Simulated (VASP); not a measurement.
## Ga2Te2S: single point with PBE

Ga2Te2S:

```xyz
5
Lattice="4.6753 0.0000 0.0000 -2.3376 4.0489 0.0000 0.0000 0.0000 6.9876" Properties=species:S:1:pos:R:3 pbc="T T T"
Ga    2.3376    1.3496    2.4376
Ga    0.0000    2.6993    4.5500
Te    0.0000    2.6993    1.5759
Te    2.3376    1.3496    5.4118
S     0.0000    0.0000    0.0000
```

The cell was built from a structure type or drawn by symmetry, and may not be a known phase.

* Program: VASP 6.6.1
* Task: single point
* Functional: PBE
* Potentials or basis: VASP PAW PBE potentials, release 64 (Ga_d, Te, S)
* Cutoff: 520 eV
* k mesh: 6 × 6 × 4
* Occupations: gaussian, width 0.1 eV
* Spin: no spin polarisation

* Pressure: 0.0 GPa
* Largest force: 0.017 eV/Å
* Band gap on the k mesh: zero (bands 22 and 23 overlap by 1.67 eV)

Forces in eV/Å, atoms in the order of the input:
```
Ga   0.000  0.000  0.017
Ga   0.000  0.000 -0.017
Te   0.000  0.000  0.008
Te   0.000  0.000 -0.008
S    0.000  0.000  0.000
```

Stress tensor (GPa, compression positive):
```
-0.03  0.00  0.00
 0.00 -0.03  0.00
 0.00  0.00  0.13
```

Levels at points of the mesh, in eV from the Fermi level:
| k point | band 19 | band 20 | band 21 | band 22 | band 23 | band 24 | band 25 | band 26 |
| --- | --- | --- | --- | --- | --- | --- | --- | --- |
| (0.00, 0.00, 0.00) | -2.63 | -1.75 | -0.86 | -0.68 | -0.68 | -0.39 | 2.55 | 2.55 |
| (0.50, 0.00, 0.00) | -2.29 | -2.04 | -0.75 | -0.33 | 0.54 | 2.55 | 2.64 | 3.69 |
| (0.00, 0.00, 0.50) | -2.07 | -2.07 | -1.97 | -1.39 | -1.39 | 0.83 | 2.41 | 2.41 |
| (0.50, 0.00, 0.50) | -2.55 | -2.37 | -0.34 | 0.13 | 1.07 | 1.13 | 1.79 | 2.89 |

It took 59 s on 1 thread of AMD EPYC 9R45 96-Core Processor (Zen 5), with other jobs on the host, peak memory 0.27 GiB.

Caveat: spin-orbit coupling is left out, which moves the levels of the heavy elements.
